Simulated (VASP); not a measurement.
Pb: single point with PBE

Pb:

```xyz
2
Lattice="3.4716 0.0000 0.0000 -1.7358 3.0065 0.0000 0.0000 0.0000 5.9974" Properties=species:S:1:pos:R:3 pbc="T T T"
Pb    0.0000    2.0043    1.4993
Pb    1.7358    1.0022    4.4980
```

- Program: VASP 6.6.1
- Task: single point
- Functional: PBE
- Potentials or basis: VASP PAW PBE potentials, release 64 (Pb_d)
- Cutoff: 500 eV
- k mesh: 3 × 3 × 2
- Occupations: gaussian, width 0.1 eV
- Spin: no spin polarisation
- Dipole correction: no
- Further INCAR settings: ALGO = Normal; EDIFF = 1e-06; NBANDS = 21

```json
{"Pressure": "0.0 GPa", "Band gap on the k mesh": "zero (band 14 reaches 12.93 eV, above the bottom of band 15 at 5.49 eV)"}
```

Stress tensor (GPa, compression positive):
```
  7.56   0.00   0.00
  0.00   7.56   0.00
  0.00   0.00 -14.99
```

Levels at points of the mesh, in eV from the Fermi level:
```
           k point  band 10  band 11  band 12  band 13  band 14  band 15  band 16  band 17
(0.00, 0.00, 0.00)   -16.06   -10.76    -7.77    -3.36     6.81     6.81     7.05     8.34
(0.00, 0.00, 0.50)   -16.10    -9.72    -9.72     0.89     0.89     7.53     7.53     7.53
```

It took 8.3 s on 1 thread of Intel(R) Xeon(R) Platinum 8488C (Sapphire Rapids) (shared host), peak memory 0.17 GiB.

Caveat: the k points lie up to 0.70 Å⁻¹ apart; spin-orbit coupling is left out, which moves the levels of the heavy elements.
